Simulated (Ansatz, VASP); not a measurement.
## Bi2B3Br: VASP beside Ansatz

```
B Bi Br
1.0
     5.74861    0.00000    0.00000
     0.00000    5.74861    0.00000
     0.00000    0.00000    4.69527
B Bi Br
3 2 1
Direct
  0.00000 0.00000 0.83381
  0.00000 0.00000 0.16619
  0.00000 0.00000 0.50000
  0.00000 0.50000 0.00000
  0.50000 0.00000 0.00000
  0.50000 0.50000 0.00000
```

Alike in both runs: functional PBE; k mesh 8 × 8 × 8; occupations gaussian, width 0.1 eV; no spin polarisation.

Ansatz relaxed the structure, and its values are those at the end. VASP's run is a single point on that final structure, the one shown.

|  | VASP | Ansatz |
| --- | --- | --- |
| version | VASP 6.6.1 | Ansatz 0.2.0 |
| potentials or method | VASP PAW PBE potentials, release 64 (B, Bi_d, Br), cutoff 520 eV | scalar-relativistic, plane waves, PAW |
| valence electrons in the cell | 46 | 46 |

Ansatz gave:

* gap on the k mesh at the Fermi level (eV): none
* pressure (GPa): 0.0

**Question.** Which values does VASP return?

**Answer.** gap on the k mesh at the Fermi level (eV): none; pressure (GPa): -0.1.

A gap of «none» marks a metal or a gap that the smearing closes.

Spin-orbit coupling is off throughout.
